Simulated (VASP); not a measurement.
A run of VASP 6.6.1 is set up as follows.

The input INCAR:

```
SYSTEM = BN
PREC = Accurate ; ENCUT = 520
EDIFF = 1E-6 ; ISMEAR = -1
SIGMA = 0.02 ; LREAL = .FALSE.
LASPH = .TRUE. ; NELM = 60
ALGO = Normal ; ISIF = 2
LWAVE = .FALSE. ; LCHARG = .TRUE.
GGA = PE ; LELF = .TRUE.
LVHAR = .TRUE. ; NBANDS = 11
```

KPOINTS

```
Automatic mesh
0
G
  12 12 12
  0 0 0
```

File POSCAR:

```
BN
1.0
   -0.0219974068      1.7238285282      1.7238285282
    1.7238285282     -0.0219974068      1.7238285282
    1.7238285282      1.7238285282     -0.0219974068
B N
1 1
Direct
    0.0000000000      0.0000000000      0.0000000000
    0.5000000000      0.5000000000      0.5000000000
```

Potentials or basis: VASP PAW PBE potentials, release 64 (B, N).

Run with:

```bash
$ cat potpaw_PBE.64/B/POTCAR potpaw_PBE.64/N/POTCAR > POTCAR
$ mpirun -np 1 vasp_std > vasp.out
```

(1) What does it give for the pressure?

(2) Estimate the band gap on the k mesh.

## Answers

(1) 11.8 GPa.

(2) 1.22 eV, indirect (least direct gap 5.76 eV).

Caveat: the cell differs from its parent crystal (strain along [111] -1.9%).
